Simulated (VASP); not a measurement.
A run of VASP 6.6.1 is set up as follows.

POSCAR

```
HfN
1.0
    3.0185290401      0.0000000000      0.0000000000
   -1.5092645201      2.6141228308      0.0000000000
    0.0000000000      0.0000000000      5.5554508450
Hf N
2 2
Direct
    0.6666666667      0.3333333333      0.7500000000
    0.3333333333      0.6666666667      0.2500000000
    0.0000000000      0.0000000000      0.0000000000
    0.0000000000      0.0000000000      0.5000000000
```

The input INCAR.step1:

```
PREC     = Accurate       # precision mode
ENCUT    = 520            # plane-wave cutoff, eV
ISMEAR   = 0              # smearing method
SIGMA    = 0.1            # smearing width, eV
LREAL    = F              # projectors in reciprocal space
LASPH    = T              # aspherical terms in the spheres
NELM     = 80             # most SCF steps
NBANDS   = 23             # bands
GGA      = PE             # functional
ALGO     = Normal         # electronic algorithm
EDIFF    = 1E-4           # SCF threshold, eV
LWAVE    = T              # write WAVECAR
LCHARG   = F              # write CHGCAR
```

File INCAR.step2:

```
PREC     = Accurate       # precision mode
ENCUT    = 520            # plane-wave cutoff, eV
EDIFF    = 1E-6           # SCF threshold, eV
ISMEAR   = 0              # smearing method
SIGMA    = 0.1            # smearing width, eV
LREAL    = F              # projectors in reciprocal space
LASPH    = T              # aspherical terms in the spheres
NELM     = 80             # most SCF steps
ALGO     = Normal         # electronic algorithm
ISIF     = 2              # what is computed and relaxed
LWAVE    = F              # write WAVECAR
LCHARG   = F              # write CHGCAR
METAGGA  = R2SCAN         # meta-GGA
LMIXTAU  = T            
NBANDS   = 23             # bands
ISTART   = 1
```

File KPOINTS:

```
regular mesh
0
Gamma
  18 18 10
```

Potentials or basis: VASP PAW PBE potentials, release 64 (Hf_pv, N).

The run is started by

```sh
$ cat potpaw_PBE.64/Hf_pv/POTCAR potpaw_PBE.64/N/POTCAR > POTCAR
$ cp INCAR.step1 INCAR
$ mpirun -np 1 vasp_std > vasp.out
$ cp INCAR.step2 INCAR
$ mpirun -np 1 vasp_std > vasp.out
```

Question: Predict the pressure.

Answer: 15.4 GPa.

Question: What does it give for the band gap on the k mesh?

Answer: Zero (band 15 reaches 10.01 eV, above the bottom of band 16 at 7.77 eV).

Stress tensor (GPa, compression positive):
```
25.52  0.00  0.00
 0.00 25.52  0.00
 0.00  0.00 -4.97
```

Caveat: the cell differs from its parent crystal (biaxial strain in the a-b plane: -4.0 %); the PAW data sets were made with another functional, which shifts forces and pressure a little; spin-orbit coupling is left out, which moves the levels of the heavy elements.
